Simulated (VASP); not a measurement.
Crystal: Cu.

```
CELL_PARAMETERS angstrom
0.00000 1.80750 1.80750
1.80750 0.00000 1.80750
1.80750 1.80750 0.00000
ATOMIC_POSITIONS crystal
Cu 0.00000 0.00000 0.00000
```

Base run:

```yaml
Program: VASP 6.6.1
Functional: PBE
Potentials_or_basis: VASP PAW PBE potentials, release 64 (Cu)
Cutoff: 520 eV
k_mesh: 13 × 13 × 13
Occupations: fermi-dirac, width 0.1 eV
Spin: no spin polarisation
```

Its results: pressure 2.2 GPa.

**Question.** The run is repeated on the same cell with these changes: k mesh from 13 × 13 × 13 to 5 × 5 × 5. What comes out?

**Answer.** Pressure 1.6 GPa.

Caveats: some runs use coarse meshes.
